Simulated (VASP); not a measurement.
# MgO (P1) in VASP: further runs, part 2 of 2

VASP 6.6.1. Earlier steps stand in the parts before.

### Step 4. Single point, PBEsol (atom 6 (O) moved by -0.390 Å along [1 0 0] and -0.520 Å along [0 0 1])

Contents of INCAR:

```
SYSTEM = MgO
ALGO     = Normal         ! electronic algorithm
EDIFF    = 1E-6           ! SCF threshold, eV
ENCUT    = 520            ! plane-wave cutoff, eV
GGA      = PS             ! functional
ISIF     = 2              ! what is computed and relaxed
ISMEAR   = 0              ! smearing method
LASPH    = .TRUE.         ! aspherical terms in the spheres
LCHARG   = .TRUE.         ! write CHGCAR
LELF     = .TRUE.         ! ELF
LREAL    = .FALSE.        ! projectors in reciprocal space
LVHAR    = .TRUE.       
LWAVE    = .FALSE.        ! write WAVECAR
NBANDS   = 26             ! bands
NELM     = 60             ! most SCF steps
PREC     = Accurate       ! precision mode
SIGMA    = 0.05           ! smearing width, eV
```

Contents of KPOINTS:

```
k-points
0
G
  9 9 4
  0 0 0
```

Contents of POSCAR:

```
MgO
1.0
    3.2553371795      0.0000000000      0.0000000000
   -1.6276685897      2.8192046953      0.0000000000
    0.0000000000      0.0000000000     10.4149514991
Mg O
4 4
Direct
    0.3333333333      0.6666666667      0.9695963559
    0.0000000000      0.0000000000      0.2209473890
    0.0000000000      0.0000000000      0.7209473890
    0.6666666667      0.3333333333      0.4695963559
    0.3333333333      0.6666666667      0.7799156657
   -0.1198032580      0.0000000000      0.4796105484
    0.0000000000      0.0000000000      0.0295387694
    0.6666666667      0.3333333333      0.2799156657
```

Potentials or basis: VASP PAW PBE potentials, release 64 (Mg, O).

On the command line:

```
cat potpaw_PBE.64/Mg/POTCAR potpaw_PBE.64/O/POTCAR > POTCAR
mpirun -np 1 vasp_std > vasp.out
```

OUTCAR:

```text
SYSTEM = MgO
   EDIFF = 1E-6
   ENCUT = 520
   GGA = PS
   ISIF = 2
   ISMEAR = 0
   LASPH = .TRUE.
   LREAL = .FALSE.
   NELM = 60
   PREC = Accurate

 ion  position               nearest neighbor table
   1  0.333  0.667  0.970-   5 1.98   7 1.98   7 1.98   7 1.98   3 3.20   3 3.20   3 3.20   2 3.22
                             2 3.22   2 3.22
   2  0.000  0.000  0.221-   8 1.98   8 1.98   8 1.98   7 1.99   6 2.72   4 3.20   4 3.20   4 3.20
                             1 3.22   1 3.22   1 3.22
   3  0.000  0.000  0.721-   5 1.98   5 1.98   5 1.98   6 2.54   1 3.20   1 3.20   1 3.20   4 3.22
                             4 3.22   4 3.22
   4  0.667  0.333  0.470-   6 1.56   6 1.92   8 1.98   6 2.23   2 3.20   2 3.20   2 3.20   3 3.22
                             3 3.22   3 3.22
   5  0.333  0.667  0.780-   1 1.98   3 1.98   3 1.98   3 1.98
   6  0.880  0.000  0.480-   4 1.56   4 1.92   4 2.23   3 2.54   2 2.72
   7  0.000  0.000  0.030-   1 1.98   1 1.98   1 1.98   2 1.99
   8  0.667  0.333  0.280-   4 1.98   2 1.98   2 1.98   2 1.98

  LATTYP: Found a hexagonal cell.
 ALAT       =     3.2553371795
 C/A-ratio  =     3.1993464655

  Lattice vectors:

 A1 = (   3.2553371795,   0.0000000000,   0.0000000000)
 A2 = (  -1.6276685897,   2.8192046953,   0.0000000000)
 A3 = (   0.0000000000,   0.0000000000,  10.4149514991)

Analysis of symmetry for initial positions (statically):
=====================================================================
 Subroutine PRICEL returns:
 Original cell was already a primitive cell.

 Routine SETGRP: Setting up the symmetry group for a
 hexagonal supercell.

 Subroutine GETGRP returns: Found  1 space group operations
 (whereof  1 operations were pure point group operations)
 out of a pool of 24 trial point group operations.

The static configuration has the point symmetry C_1 .

Analysis of symmetry for dynamics (positions and initial velocities):
=====================================================================
 Subroutine PRICEL returns:
 Original cell was already a primitive cell.

 Routine SETGRP: Setting up the symmetry group for a
 hexagonal supercell.

 Subroutine GETGRP returns: Found  1 space group operations
 (whereof  1 operations were pure point group operations)
 out of a pool of 24 trial point group operations.

The dynamic configuration has the point symmetry C_1 .

 Subroutine INISYM returns: Found  1 space group operations
 (whereof  1 operations are pure point group operations),
 and found     1 'primitive' translations

----------------------------------------------------------------------------------------

                                     Primitive cell

  volume of cell :      95.5828

  direct lattice vectors                    reciprocal lattice vectors
     3.255337180  0.000000000  0.000000000     0.307187841  0.177354983  0.000000000
    -1.627668590  2.819204695  0.000000000     0.000000000  0.354709965  0.000000000
     0.000000000  0.000000000 10.414951499     0.000000000  0.000000000  0.096015810

  length of vectors
     3.255337180  3.255337179 10.414951499     0.354709965  0.354709965  0.096015810

  position of ions in fractional coordinates (direct lattice)
     0.333333333  0.666666667  0.969596356
     0.000000000  0.000000000  0.220947389
     0.000000000  0.000000000  0.720947389
     0.666666667  0.333333333  0.469596356
[... 44 lines left out ...]
  0.000000  0.000000  0.000000      1.000000
  0.111111  0.000000  0.000000      2.000000
  0.000000  0.111111  0.000000      2.000000
 -0.111111  0.111111  0.000000      2.000000
  0.222222 -0.000000  0.000000      2.000000
  0.000000  0.222222  0.000000      2.000000
[... 16 lines left out ...]
  0.333333  0.111111  0.000000      2.000000
 -0.111111  0.444444  0.000000      2.000000
 [... further k-points ...]
   k-points           NKPTS =    163   k-points in BZ     NKDIM =    163   number of bands    NBANDS=     26
   number of dos      NEDOS =    301   number of ions     NIONS =      8
   total plane-waves  NPLWV =  46080
   dimension x,y,z NGX =    24 NGY =   24 NGZ =   80
   dimension x,y,z NGXF=    48 NGYF=   48 NGZF=  160
   ions per type =               4   4
   NGX,Y,Z   is equivalent  to a cutoff of  12.26, 12.26, 12.77 a.u.
   NGXF,Y,Z  is equivalent  to a cutoff of  24.51, 24.51, 25.54 a.u.
 SYSTEM =  MgO
   PREC   = accura    normal or accurate (medium, high low for compatibility)
   ISTART =      0    job   : 0-new  1-cont  2-samecut
   ICHARG =      2    charge: 1-file 2-atom 10-const
   ISPIN  =      1    spin polarized calculation?
   LNONCOLLINEAR =      F non collinear calculations
   LSORBIT =      F    spin-orbit coupling
   LASPH  =      T    aspherical Exc in radial PAW
   ENCUT  =  520.0 eV  38.22 Ry    6.18 a.u.   6.05  6.05 19.36*2*pi/ulx,y,z
   NELM   =     60;   NELMIN=  2; NELMDL= -5     # of ELM steps
   EDIFF  = 0.1E-05   stopping-criterion for ELM
   LREAL  =      F    real-space projection
   EDIFFG = 0.1E-04   stopping-criterion for IOM
   NSW    =      0    number of steps for IOM
   IBRION =     -1    ionic relax: 0-MD 1-quasi-New 2-CG
   NFREE  =      0    steps in history (QN), initial steepest desc. (CG)
   ISIF   =      2    stress and relaxation
   ISYM   =      2    0-nonsym 1-usesym 2-fastsym
   POTIM  = 0.5000    time-step for ionic-motion
   TEBEG  =    0.0;   TEEND  =   0.0 temperature during run
   PSTRESS=    0.0 pullay stress
   NELECT =      32.0000    total number of electrons
   NUPDOWN=      -1.0000    fix difference up-down
   EMIN   =  10.00;   EMAX   =-10.00  energy-range for DOS
   EFERMI =   0.00;   METHOD = LEGACY
   ISMEAR =     0;   SIGMA  =   0.05  broadening in eV -4-tet -1-fermi 0-gaus
   EFERMI_NEDOS =   21; number of points for ismear=-14 and -15
   IALGO  =     38    algorithm
   IMIX   =      4    mixing-type and parameters
     AMIX     =   0.40;   BMIX     =  1.00
     AMIX_MAG =   1.60;   BMIX_MAG =  1.00
  volume/ion in A,a.u.               =      11.95        80.63
  Fermi-wavevector in a.u.,A,eV,Ry     =   1.136750  2.148146 17.581449  1.292200
  Thomas-Fermi vector in A             =   2.273455
   LORBIT       =      0    0 simple, 1 ext, 2 COOP (PROOUT), +10 PAW based schemes
   GGA     = PS    functional components
   LHFCALC =     F    Hartree Fock is set to
   AEXX    =    0.0000 exact exchange contribution
   IVDW    =     0    specifies the selected vdW correction
   LEPSILON=     F    determine dielectric tensor
   LRPA    =     F    only Hartree local field effects (RPA)
 non-spin polarized calculation
 Gauss-broadening in eV      SIGMA  =   0.05
  energy-cutoff  :      520.00
  volume of cell :       95.58
 maximum number of plane-waves:      2616
   NGX = 13   NGY = 13   NGZ = 39

 number of electron      32.0000018 magnetization

 Free energy of the ion-electron system (eV)
  ---------------------------------------------------
  ext. energy  EPLUGINS =         0.00000000
  ---------------------------------------------------
  free energy    TOTEN  =       -46.08916480 eV

  energy without entropy =      -46.08916480  energy(sigma->0) =      -46.08916480

 E-fermi :   2.2602     XC(G=0):  -9.9315

 val. band max:        1.9651829850   @ k =   0.0000   0.0000   0.0000
 cond. band min:       3.3758118490   @ k =   0.0000   0.0000   0.0000
 fundamental gap:      1.4106288640
 Fermi energy:         2.2601926402

 k-point     1 :       0.0000    0.0000    0.0000
  band No.  band energies     occupation
      1     -16.1156      2.00000
      2     -14.8884      2.00000
      3     -14.7496      2.00000
      4     -13.2893      2.00000
      5      -2.9753      2.00000
      6      -1.1815      2.00000
[... 685 lines left out ...]
     25      12.9559      0.00000
     26      13.6230      0.00000

 [... further k-points ...]
[... 5 lines left out ...]
  --------------------------------------------------------------------------------------
  -------------------------------------------------------------------------------------
  Total        9.4584034      7.0246934     -0.8985093     -8.7006627     -0.8361574      0.8893755
  in kB      158.5435493    117.7492414    -15.0609837   -145.8421548    -14.0158293     14.9078809
  external PRESSURE =      87.0772690 kB  Pullay stress =       0.0000000 kB

 VOLUME and BASIS-vectors are now :
 -----------------------------------------------------------------------------
  energy-cutoff  :      520.00
  volume of cell :       95.58
      direct lattice vectors                 reciprocal lattice vectors
     3.255337180  0.000000000  0.000000000     0.307187841  0.177354983  0.000000000
    -1.627668590  2.819204695  0.000000000     0.000000000  0.354709965  0.000000000
     0.000000000  0.000000000 10.414951499     0.000000000  0.000000000  0.096015810

 POSITION                                       TOTAL-FORCE (eV/Angst)
 -----------------------------------------------------------------------------------
     -0.00000      1.87947     10.09830        -0.000877     -0.001146      0.957867
      0.00000      0.00000      2.30116        -0.059022     -0.000734      1.012918
      0.00000      0.00000      7.50863        -0.236707      0.001681     -0.197508
      1.62767      0.93973      4.89082        -9.165738      5.809556     -3.022875
     -0.00000      1.87947      8.12278        -0.031929     -0.019926     -0.896863
      2.86534      0.00000      4.99512         9.727360     -5.868560      4.370344
      0.00000      0.00000      0.30764         0.001818      0.000141     -0.970200
      1.62767      0.93973      2.91531        -0.234905      0.078988     -1.253683
 -----------------------------------------------------------------------------------
    total drift:                               -0.000378      0.000326      0.000323

  FREE ENERGIE OF THE ION-ELECTRON SYSTEM (eV)
  ---------------------------------------------------
  free  energy   TOTEN  =       -46.0891648036 eV

  energy  without entropy=      -46.0891648036  energy(sigma->0) =      -46.08916480
```

Wall time 7.1 min (1 thread of Oxide Virtual Turin-like, shared host); peak memory 0.39 GiB.

What came out:

* Free energy: -46.0892 eV
* Pressure: 8.7 GPa
* Largest force: 12.172 eV/Å
* Band gap on the k mesh: 1.41 eV, direct

Forces in eV/Å, atoms in the order of the input:
```
Mg  -0.001 -0.001  0.958
Mg  -0.059 -0.001  1.013
Mg  -0.237  0.002 -0.198
Mg  -9.166  5.810 -3.023
O   -0.032 -0.020 -0.897
O    9.727 -5.869  4.370
O    0.002  0.000 -0.970
O   -0.235  0.079 -1.254
```

Caveat: the cell differs from its parent crystal (atom 6 (O) moved by -0.390 Å along [1 0 0] and -0.520 Å along [0 0 1]); the PAW data sets were made with another functional, which shifts forces and pressure a little.

### Step 5. Single point, PBEsol (atom 6 (O) moved by -0.260 Å along [1 0 0] and -0.260 Å along [0 0 1])

Contents of INCAR:

```
PREC     = Accurate       # precision mode
ENCUT    = 520            # plane-wave cutoff, eV
EDIFF    = 1E-6           # SCF threshold, eV
ISMEAR   = 0              # smearing method
SIGMA    = 0.05           # smearing width, eV
LREAL    = False          # projectors in reciprocal space
LASPH    = True           # aspherical terms in the spheres
NELM     = 60             # most SCF steps
ALGO     = Normal         # electronic algorithm
ISIF     = 2              # what is computed and relaxed
LWAVE    = False          # write WAVECAR
LCHARG   = False          # write CHGCAR
GGA      = PS             # functional
NBANDS   = 26             # bands
```

Contents of KPOINTS:

```
regular mesh
0
Gamma
  9 9 4
```

Changes to POSCAR since step 4:

```diff
@@ -13,3 +13,3 @@
     0.3333333333      0.6666666667      0.7799156657
-   -0.1198032580      0.0000000000      0.4796105484
+   -0.0798688387      0.0000000000      0.5045746589
     0.0000000000      0.0000000000      0.0295387694
```

On the command line:

```
cat potpaw_PBE.64/Mg/POTCAR potpaw_PBE.64/O/POTCAR > POTCAR
mpirun -np 1 vasp_std > vasp.out
```

Wall time 7.4 min (1 thread of Oxide Virtual Turin-like, shared host); peak memory 0.39 GiB.

The run converged. Its results:

```
Free energy            : -48.0262 eV
Pressure               : 2.9 GPa
Largest force          : 5.793 eV/Å
Band gap on the k mesh : 2.63 eV, direct
```

Forces on the atoms (eV/Å):
```
Mg  -0.001 -0.001  0.529
Mg  -0.034  0.000  0.551
Mg  -0.203  0.001 -0.548
Mg  -4.063  1.862 -2.120
O   -0.035 -0.014 -0.510
O    4.434 -1.873  3.224
O    0.001  0.000 -0.537
O   -0.100  0.024 -0.589
```

Stress tensor (GPa, compression positive):
```
 6.09 -6.12  2.08
-6.12  4.28 -1.30
 2.08 -1.30 -1.66
```

Levels at points of the mesh, in eV from the valence-band top:
| k point | band 13 | band 14 | band 15 | band 16 | band 17 | band 18 | band 19 | band 20 |
| --- | --- | --- | --- | --- | --- | --- | --- | --- |
| (0.00, 0.00, 0.00) | -0.75 | -0.33 | -0.04 | 0.00 | 2.63 | 5.07 | 5.54 | 8.16 |
| (0.00, 0.00, 0.50) | -0.77 | -0.70 | -0.04 | 0.00 | 3.18 | 4.06 | 6.71 | 7.16 |

Caveat: the cell differs from its parent crystal (atom 6 (O) moved by -0.260 Å along [1 0 0] and -0.260 Å along [0 0 1]); the PAW data sets were made with another functional, which shifts forces and pressure a little. A k mesh can miss the band edges.
